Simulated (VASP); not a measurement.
Here is a VASP 6.6.1 calculation.

INCAR

```
SYSTEM = GaSb
ALGO = Normal ; EDIFF = 1E-6
ENCUT = 520 ; GGA = PE
ISIF = 2 ; ISMEAR = 0
LASPH = .True. ; LCHARG = .False.
LREAL = .False. ; LWAVE = .False.
NBANDS = 16 ; NELM = 100
PREC = Accurate ; SIGMA = 0.15
```

KPOINTS

```
k-points
0
Gamma
  16 16 16
  0 0 0
```

Contents of POSCAR:

```
GaSb
1.0
   -2.8948000000      2.8948000000      1.7075500000
    2.8948000000     -2.8948000000      1.7075500000
    2.8948000000      2.8948000000     -1.7075500000
Ga Sb
1 1
Direct
    0.2500000000      0.7500000000      0.5000000000
    0.0000000000      0.0000000000      0.0000000000
```

Potentials or basis: VASP PAW PBE potentials, release 64 (Ga_d, Sb).

The run is started by

```bash
$ cat potpaw_PBE.64/Ga_d/POTCAR potpaw_PBE.64/Sb/POTCAR > POTCAR
$ mpirun -np 1 vasp_std > vasp.out
```

(1) Predict the pressure.

(2) Predict the band gap on the k mesh.

Answers

(1) -5.7 GPa.

(2) zero (bands 9 and 10 overlap by 4.14 eV).

Caveat: the cell stands under tension; spin-orbit coupling is left out, which moves the levels of the heavy elements.
